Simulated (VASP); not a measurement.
The system is LiBPt.

```
Li B Pt
1.0
     2.81253    0.00000    0.00000
     0.00000    2.81253    0.00000
     0.00000    0.00000    3.95076
Li B Pt
1 1 1
Direct
  0.50000 0.50000 0.50000
  0.50000 0.50000 0.00000
  0.00000 0.00000 0.00000
```

The cell was built from a structure type or drawn by symmetry, and may not be a known phase.

```yaml
Program: VASP 6.6.1
Task: relaxation of cell and atoms
Functional: PBE
Potentials_or_basis: VASP PAW PBE potentials, release 64 (Li_sv, B, Pt)
Cutoff: 600 eV
k_mesh: 6 × 6 × 4
Occupations: gaussian, width 0.1 eV
Spin: no spin polarisation
```

At the start: pressure 56.5 GPa; volume 10.42 Å³/atom.

Q: How do energy, volume and symmetry change on relaxing?

A: Over 11 steps the energy falls by 449.8 meV/atom and the volume is 14.03 Å³/atom (+34.7 %); space group P4/mmm (No. 123, to 0.1 Å) before and after.

Step by step:
```csv
step,energy change (eV),largest force (eV/Å),pressure (GPa),volume (Å³)
1,0.0000,0.0000,56.55,31.25
2,0.0894,0.0000,-19.42,50.81
3,-1.1519,0.0000,0.63,39.07
4,-1.1565,0.0000,2.30,38.63
5,-1.1568,0.0000,3.04,38.45
6,-1.3134,0.0000,1.23,40.35
7,-1.3483,0.0000,0.51,41.64
8,-1.3493,0.0000,0.41,41.90
9,-1.3493,0.0000,0.39,41.96
10,-1.3492,0.0000,-0.49,42.23
11,-1.3495,0.0000,-0.01,42.08
```

Final structure:
```
CELL_PARAMETERS angstrom
3.04148 0.00000 0.00000
0.00000 3.04148 0.00000
0.00000 0.00000 4.54905
ATOMIC_POSITIONS crystal
Li 0.50000 0.50000 0.50000
B 0.50000 0.50000 0.00000
Pt 0.00000 0.00000 0.00000
```

Caveat: the k points lie up to 0.35 Å⁻¹ apart in the final cell, too coarse for converged energies and pressures of a metal; the cutoff is under 1.25 times the usual one of these potentials, so pressure, stress and relaxed cells hold a basis-set (Pulay) error; the volume moved by over 15 % at a fixed basis, so the end points are rough.
